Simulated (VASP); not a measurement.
Wanted: the native input for a VASP 6.6.1 run.

- Task: single point
- Functional: HSE06
- Potentials or basis: VASP PAW PBE potentials, release 64 (Pb_d, I)
- Cutoff: 400 eV
- k mesh: 6 × 6 × 2
- Occupations: gaussian, width 0.01 eV
- Spin: no spin polarisation
- Dipole correction: no
- Grid for exact exchange (PRECFOCK): Normal
- Further INCAR settings: ALGO = Normal; EDIFF = 1e-06; NBANDS = 21
- Share of exact exchange: 0.25
- Screening parameter: 0.2079 1/Å

The system is PbI2.

```
Pb I
1.0
     4.56573    0.00000    0.00000
    -2.28286    3.95403    0.00000
     0.00000    0.00000    7.04108
Pb I
1 2
Direct
  0.00000 0.00000 0.00000
  0.33333 0.66667 0.26678
  0.66667 0.33333 0.73322
```

These files were run (other wordings do the same):

POSCAR

```
PbI2
1.0
    4.5657260523      0.0000000000      0.0000000000
   -2.2828630262      3.9540347480      0.0000000000
    0.0000000000      0.0000000000      7.0410821077
Pb I
1 2
Direct
    0.0000000000      0.0000000000      0.0000000000
    0.3333333333      0.6666666667      0.2667794128
    0.6666666667      0.3333333333      0.7332205872
```

INCAR.step1

```
  PREC = Accurate
  ENCUT = 400
  EDIFF = 1E-5
  ISMEAR = 0
  SIGMA = 0.01
  LREAL = False
  LASPH = True
  NELM = 120
  ALGO = Normal
  ISIF = 2
  LWAVE = True
  LCHARG = False
  NBANDS = 21
  GGA = PE
  GGA_COMPAT = False
```

INCAR.step2

```
  PREC = Accurate
  ENCUT = 400
  EDIFF = 1E-6
  ISMEAR = 0
  SIGMA = 0.01
  LREAL = False
  LASPH = True
  NELM = 120
  ALGO = Normal
  ISIF = 2
  LWAVE = False
  LCHARG = False
  GGA = PE
  LHFCALC = True
  HFSCREEN = 0.2079
  PRECFOCK = Normal
  NBANDS = 21
  ISTART = 1
  GGA_COMPAT = False
```

KPOINTS

```
regular mesh
0
Gamma
  6 6 2
```

Potentials or basis: VASP PAW PBE potentials, release 64 (Pb_d, I).

Run with:

```console
$ cat potpaw_PBE.64/Pb_d/POTCAR potpaw_PBE.64/I/POTCAR > POTCAR
$ cp INCAR.step1 INCAR
$ mpirun -np 1 vasp_std > vasp.out
$ cp INCAR.step2 INCAR
$ mpirun -np 1 vasp_std > vasp.out
```

Results of the run:

```
Pressure               : 0.7 GPa
Largest force          : 0.077 eV/Å
Band gap on the k mesh : 2.93 eV
```

Caveat: the k points lie up to 0.45 Å⁻¹ apart; the PAW data sets were made with another functional, which shifts forces and pressure a little; spin-orbit coupling is left out, which moves the levels of the heavy elements; this functional lacks dispersion, which binds layers or chains, so the pressure and a relaxed spacing across them are unreliable.

Run time: 34 min on 1 thread of Intel(R) Xeon(R) Platinum 8259CL CPU @ 2.50GHz (Skylake/Cascade Lake), on a shared host, peak memory 0.33 GiB.
